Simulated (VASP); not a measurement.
# S (P6_3/mmc) in VASP: notebook

S is run at these levels: r2SCAN; tasks: single point.

Everything below comes from runs of VASP 6.6.1. Logs are shortened: lines on timing, memory, paths and dates and some standing lists are left out, and cuts for length are marked.

### Step 1. The cell of the first run

The structure is hexagonal, space group P6_3/mmc (No. 194). The conventional cell has a = 3.429 Å, b = 3.429 Å, c = 6.739 Å, α = 90.00°, β = 90.00°, γ = 120.00°. Within 3.5 Å of S (site symmetry -3m) lie 14 S at 2.60 to 3.43 Å. S (site symmetry -6m2) has 12 S at 2.60 to 3.43 Å within 3.5 Å.

This isn't the form of S at room conditions, which is orthorhombic, of S8 rings.

### Step 2. Single point, r2SCAN

File POSCAR:

```
S
1.0
    3.4292459824      0.0000000000      0.0000000000
   -1.7146229912      2.9698141366      0.0000000000
    0.0000000000      0.0000000000      6.7388657113
S
4
Direct
    0.0000000000      0.0000000000      0.0000000000
    0.0000000000      0.0000000000      0.5000000000
    0.3333333333      0.6666666667      0.7500000000
    0.6666666667      0.3333333333      0.2500000000
```

File INCAR.step1:

```
SYSTEM = S
ALGO = Normal
EDIFF = 1E-4
ENCUT = 520
GGA = PE
ISMEAR = 0
LASPH = .TRUE.
LCHARG = .FALSE.
LREAL = .FALSE.
LWAVE = .TRUE.
NBANDS = 20
NELM = 100
PREC = Accurate
SIGMA = 0.1
```

File INCAR.step2:

```
SYSTEM = S
ALGO = Normal
EDIFF = 1E-6
ENCUT = 520
ISIF = 2
ISMEAR = 0
ISTART = 1
LASPH = .TRUE.
LCHARG = .TRUE.
LELF = .TRUE.
LMIXTAU = .TRUE.
LREAL = .FALSE.
LVHAR = .TRUE.
LWAVE = .FALSE.
METAGGA = R2SCAN
NBANDS = 20
NELM = 100
PREC = Accurate
SIGMA = 0.1
```

File KPOINTS:

```
k-points
0
G
  6 6 2
  0 0 0
```

Potentials or basis: VASP PAW PBE potentials, release 64 (S).

Command:

```bash
$ cat potpaw_PBE.64/S/POTCAR > POTCAR
$ cp INCAR.step1 INCAR
$ mpirun -np 1 vasp_std > vasp.out
$ cp INCAR.step2 INCAR
$ mpirun -np 1 vasp_std > vasp.out
```

OUTCAR:

```text
SYSTEM = S
   EDIFF = 1E-6
   ENCUT = 520
   ISIF = 2
   ISMEAR = 0
   ISTART = 1
   LASPH = .TRUE.
   LREAL = .FALSE.
   METAGGA = R2SCAN
   NELM = 100
   PREC = Accurate

 ion  position               nearest neighbor table
   1  0.000  0.000  0.000-   3 2.60   4 2.60   4 2.60   3 2.60   4 2.60   3 2.60
   2  0.000  0.000  0.500-   3 2.60   4 2.60   4 2.60   3 2.60   4 2.60   3 2.60
   3  0.333  0.667  0.750-   1 2.60   2 2.60   1 2.60   2 2.60   1 2.60   2 2.60
   4  0.667  0.333  0.250-   1 2.60   2 2.60   1 2.60   2 2.60   1 2.60   2 2.60

  LATTYP: Found a hexagonal cell.
 ALAT       =     3.4292459824
 C/A-ratio  =     1.9651158727

  Lattice vectors:

 A1 = (   3.4292459824,   0.0000000000,   0.0000000000)
 A2 = (  -1.7146229912,   2.9698141366,   0.0000000000)
 A3 = (   0.0000000000,   0.0000000000,   6.7388657113)

Analysis of symmetry for initial positions (statically):
=====================================================================
 Subroutine PRICEL returns:
 Original cell was already a primitive cell.

 Routine SETGRP: Setting up the symmetry group for a
 hexagonal supercell.

 Subroutine GETGRP returns: Found 24 space group operations
 (whereof 12 operations were pure point group operations)
 out of a pool of 24 trial point group operations.

The static configuration has the point symmetry D_3d.
 The point group associated with its full space group is D_6h.

Analysis of symmetry for dynamics (positions and initial velocities):
=====================================================================
 Subroutine PRICEL returns:
 Original cell was already a primitive cell.

 Routine SETGRP: Setting up the symmetry group for a
 hexagonal supercell.

 Subroutine GETGRP returns: Found 24 space group operations
 (whereof 12 operations were pure point group operations)
 out of a pool of 24 trial point group operations.

The dynamic configuration has the point symmetry D_3d.
 The point group associated with its full space group is D_6h.

 Subroutine INISYM returns: Found 24 space group operations
 (whereof 12 operations are pure point group operations),
 and found     1 'primitive' translations

----------------------------------------------------------------------------------------

                                     Primitive cell

  volume of cell :      68.6301

  direct lattice vectors                    reciprocal lattice vectors
     3.429245982  0.000000000  0.000000000     0.291609294  0.168360704  0.000000000
    -1.714622991  2.969814137  0.000000000     0.000000000  0.336721409  0.000000000
     0.000000000  0.000000000  6.738865711     0.000000000  0.000000000  0.148392926

  length of vectors
     3.429245982  3.429245982  6.738865711     0.336721409  0.336721409  0.148392926

  position of ions in fractional coordinates (direct lattice)
     0.000000000  0.000000000  0.000000000
     0.000000000  0.000000000  0.500000000
     0.333333333  0.666666667  0.750000000
     0.666666667  0.333333333  0.250000000

  ion indices of the primitive-cell ions
   primitive index   ion index
                 1           1
                 2           2
                 3           3
                 4           4

----------------------------------------------------------------------------------------

 KPOINTS: k-points

Automatic generation of k-mesh.
 Grid dimensions read from file:
 generate k-points for:    6    6    2

 Generating k-lattice:

  Cartesian coordinates                     Fractional coordinates (reciprocal lattice)
     0.048601549  0.028060117  0.000000000     0.166666667 -0.000000000  0.000000000
     0.000000000  0.056120235  0.000000000     0.000000000  0.166666667  0.000000000
     0.000000000  0.000000000  0.074196463     0.000000000  0.000000000  0.500000000

  Length of vectors
     0.056120235  0.056120235  0.074196463

  Shift w.r.t. Gamma in fractional coordinates (k-lattice)
     0.000000000  0.000000000  0.000000000

 Subroutine IBZKPT returns following result:
 ===========================================

 Found     14 irreducible k-points:

 Following reciprocal coordinates:
            Coordinates               Weight
  0.000000  0.000000  0.000000      1.000000
  0.166667  0.000000  0.000000      6.000000
  0.333333  0.000000  0.000000      6.000000
  0.500000  0.000000  0.000000      3.000000
  0.166667  0.166667  0.000000      6.000000
  0.333333  0.166667  0.000000     12.000000
  0.333333  0.333333  0.000000      2.000000
  0.000000  0.000000  0.500000      1.000000
  0.166667  0.000000  0.500000      6.000000
  0.333333  0.000000  0.500000      6.000000
  0.500000  0.000000  0.500000      3.000000
  0.166667  0.166667  0.500000      6.000000
  0.333333  0.166667  0.500000     12.000000
  0.333333  0.333333  0.500000      2.000000
   k-points           NKPTS =     14   k-points in BZ     NKDIM =     14   number of bands    NBANDS=     20
   number of dos      NEDOS =    301   number of ions     NIONS =      4
   total plane-waves  NPLWV =  39200
   dimension x,y,z NGX =    28 NGY =   28 NGZ =   50
   dimension x,y,z NGXF=    56 NGYF=   56 NGZF=  100
   ions per type =               4
   NGX,Y,Z   is equivalent  to a cutoff of  13.57, 13.57, 12.33 a.u.
   NGXF,Y,Z  is equivalent  to a cutoff of  27.15, 27.15, 24.67 a.u.
 SYSTEM =  S
   PREC   = accura    normal or accurate (medium, high low for compatibility)
   ISTART =      1    job   : 0-new  1-cont  2-samecut
   ICHARG =      0    charge: 1-file 2-atom 10-const
   ISPIN  =      1    spin polarized calculation?
   LNONCOLLINEAR =      F non collinear calculations
   LSORBIT =      F    spin-orbit coupling
   LASPH  =      T    aspherical Exc in radial PAW
   ENCUT  =  520.0 eV  38.22 Ry    6.18 a.u.   6.38  6.38 12.53*2*pi/ulx,y,z
   NELM   =    100;   NELMIN=  2; NELMDL=  0     # of ELM steps
   EDIFF  = 0.1E-05   stopping-criterion for ELM
   LREAL  =      F    real-space projection
   EDIFFG = 0.1E-04   stopping-criterion for IOM
   NSW    =      0    number of steps for IOM
   IBRION =     -1    ionic relax: 0-MD 1-quasi-New 2-CG
   NFREE  =      0    steps in history (QN), initial steepest desc. (CG)
   ISIF   =      2    stress and relaxation
   ISYM   =      2    0-nonsym 1-usesym 2-fastsym
   POTIM  = 0.5000    time-step for ionic-motion
   TEBEG  =    0.0;   TEEND  =   0.0 temperature during run
   PSTRESS=    0.0 pullay stress
   NELECT =      24.0000    total number of electrons
   NUPDOWN=      -1.0000    fix difference up-down
   EMIN   =  10.00;   EMAX   =-10.00  energy-range for DOS
   EFERMI =   0.00;   METHOD = LEGACY
   ISMEAR =     0;   SIGMA  =   0.10  broadening in eV -4-tet -1-fermi 0-gaus
   EFERMI_NEDOS =   21; number of points for ismear=-14 and -15
   IALGO  =     38    algorithm
   IMIX   =      4    mixing-type and parameters
     AMIX     =   0.40;   BMIX     =  1.00
     AMIX_MAG =   1.60;   BMIX_MAG =  1.00
  volume/ion in A,a.u.               =      17.16       115.78
  Fermi-wavevector in a.u.,A,eV,Ry     =   1.153383  2.179578 18.099737  1.330293
  Thomas-Fermi vector in A             =   2.290028
   LORBIT       =      0    0 simple, 1 ext, 2 COOP (PROOUT), +10 PAW based schemes
   METAGGA = R2SCAN    functional components
   LHFCALC =     F    Hartree Fock is set to
   AEXX    =    0.0000 exact exchange contribution
   IVDW    =     0    specifies the selected vdW correction
   LEPSILON=     F    determine dielectric tensor
   LRPA    =     F    only Hartree local field effects (RPA)
 non-spin polarized calculation
 Gauss-broadening in eV      SIGMA  =   0.10
  energy-cutoff  :      520.00
  volume of cell :       68.63
 maximum number of plane-waves:      1865
 NGX is ok and might be reduce to    28
   NGX = 13   NGY = 13   NGZ = 25

 number of electron      23.9999996 magnetization

 Free energy of the ion-electron system (eV)
  ---------------------------------------------------
  ext. energy  EPLUGINS =         0.00000000
  ---------------------------------------------------
  free energy    TOTEN  =       -28.77800232 eV

  energy without entropy =      -28.76903023  energy(sigma->0) =      -28.77351628

 E-fermi :   6.9114     XC(G=0): -11.2138

 val. band max:        6.8421053056   @ k =   0.0000   0.0000   0.5000
 cond. band min:       6.9656633070   @ k =   0.3333   0.0000   0.5000
 fundamental gap:      0.1235580015
 Fermi energy:         6.9113589280

 k-point     1 :       0.0000    0.0000    0.0000
  band No.  band energies     occupation
      1     -10.9149      2.00000
      2      -8.1844      2.00000
      3      -8.0453      2.00000
      4      -2.4948      2.00000
      5       1.4452      2.00000
      6       3.5537      2.00000
[... 12 lines left out ...]
     19      14.2929      0.00000
     20      14.6751      0.00000

 k-point     2 :       0.1667    0.0000    0.0000
  band No.  band energies     occupation
      1     -10.5416      2.00000
      2      -7.9093      2.00000
      3      -7.7510      2.00000
      4      -3.1775      2.00000
      5       1.7218      2.00000
      6       2.2253      2.00000
[... 12 lines left out ...]
     19      15.3902      0.00000
     20      15.5913      0.00000

 k-point     3 :       0.3333    0.0000    0.0000
  band No.  band energies     occupation
      1      -9.4826      2.00000
      2      -7.3093      2.00000
      3      -7.0226      2.00000
      4      -4.8125      2.00000
      5      -0.0993      2.00000
      6       0.5581      2.00000
[... 12 lines left out ...]
     19      16.2904      0.00000
     20      16.7519      0.00000

 k-point     4 :       0.5000    0.0000    0.0000
  band No.  band energies     occupation
      1      -8.3398      2.00000
      2      -7.4309      2.00000
      3      -6.5360      2.00000
      4      -5.6906      2.00000
      5      -1.1623      2.00000
      6      -0.5248      2.00000
[... 199 lines left out ...]
 k-point    13 :       0.3333    0.1667    0.5000
  band No.  band energies     occupation
      1      -8.0164      2.00000
      2      -8.0164      2.00000
      3      -6.0070      2.00000
      4      -6.0070      2.00000
      5       0.1335      2.00000
      6       0.1335      2.00000
[... 12 lines left out ...]
     19      16.8271      0.00000
     20      16.8271      0.00000

 k-point    14 :       0.3333    0.3333    0.5000
  band No.  band energies     occupation
      1      -6.9540      2.00000
      2      -6.9540      2.00000
      3      -6.9244      2.00000
      4      -6.9244      2.00000
      5      -0.4435      2.00000
      6      -0.4435      2.00000
[... 12 lines left out ...]
     19      16.0077      0.00000
     20      16.0077      0.00000

------------------------ aborting loop because EDIFF is reached ----------------------------------------

  FORCE on cell =-STRESS in cart. coord.  units (eV):
  Direction    XX          YY          ZZ          XY          YZ          ZX
  --------------------------------------------------------------------------------------
  -------------------------------------------------------------------------------------
  Total       -0.0442180     -0.0442180     -0.1875862     -0.0000000      0.0000000      0.0000000
  in kB       -1.0322751     -1.0322751     -4.3792188     -0.0000000      0.0000000      0.0000000
  external PRESSURE =      -2.1479230 kB  Pullay stress =       0.0000000 kB

 VOLUME and BASIS-vectors are now :
 -----------------------------------------------------------------------------
  energy-cutoff  :      520.00
  volume of cell :       68.63
      direct lattice vectors                 reciprocal lattice vectors
     3.429245982  0.000000000  0.000000000     0.291609294  0.168360704  0.000000000
    -1.714622991  2.969814137  0.000000000     0.000000000  0.336721409  0.000000000
     0.000000000  0.000000000  6.738865711     0.000000000  0.000000000  0.148392926

 POSITION                                       TOTAL-FORCE (eV/Angst)
 -----------------------------------------------------------------------------------
      0.00000      0.00000      0.00000         0.000000      0.000000      0.000000
      0.00000      0.00000      3.36943         0.000000      0.000000      0.000000
     -0.00000      1.97988      5.05415        -0.000000      0.000000     -0.000000
      1.71462      0.98994      1.68472         0.000000      0.000000     -0.000000
 -----------------------------------------------------------------------------------
    total drift:                               -0.000000     -0.000000      0.000000

  FREE ENERGIE OF THE ION-ELECTRON SYSTEM (eV)
  ---------------------------------------------------
  free  energy   TOTEN  =       -28.7780023250 eV

  energy  without entropy=      -28.7690302339  energy(sigma->0) =      -28.77351628
```

Wall time 99 s (1 thread of Oxide Virtual Turin-like, shared host); peak memory 0.16 GiB.

What came out:

| Item | Value |
| --- | --- |
| Free energy | -28.7780 eV |
| Pressure | -0.2 GPa |
| Band gap on the k mesh | zero (bands 12 and 13 overlap by 2.77 eV) |

Stress tensor (GPa, compression positive):
```
-0.10  0.00  0.00
 0.00 -0.10  0.00
 0.00  0.00 -0.44
```

Levels at points of the mesh, in eV from the Fermi level:
| k point | band 8 | band 9 | band 10 | band 11 | band 12 | band 13 | band 14 | band 15 | band 16 | band 17 |
| --- | --- | --- | --- | --- | --- | --- | --- | --- | --- | --- |
| (0.00, 0.00, 0.00) | -1.93 | -1.93 | -1.31 | -1.31 | -1.18 | -0.56 | 0.84 | 0.84 | 2.95 | 4.64 |
| (0.50, 0.00, 0.00) | -2.91 | -2.83 | -2.56 | -2.43 | -2.32 | -2.23 | 2.18 | 2.51 | 3.46 | 4.14 |
| (0.00, 0.00, 0.50) | -2.89 | -2.89 | -2.89 | -0.07 | -0.07 | -0.07 | -0.07 | 1.57 | 1.57 | 6.73 |
| (0.50, 0.00, 0.50) | -5.65 | -4.49 | -4.49 | 0.27 | 0.27 | 0.46 | 0.46 | 1.31 | 1.31 | 6.40 |

Caveat: the k points lie up to 0.47 Å⁻¹ apart, too coarse for converged energies and pressures of a metal; the PAW data sets were made with another functional, which shifts forces and pressure a little.

(Part 1 of 2 ends here.)

The gap in the log of VASP goes by the Fermi energy; the results here count the filled bands.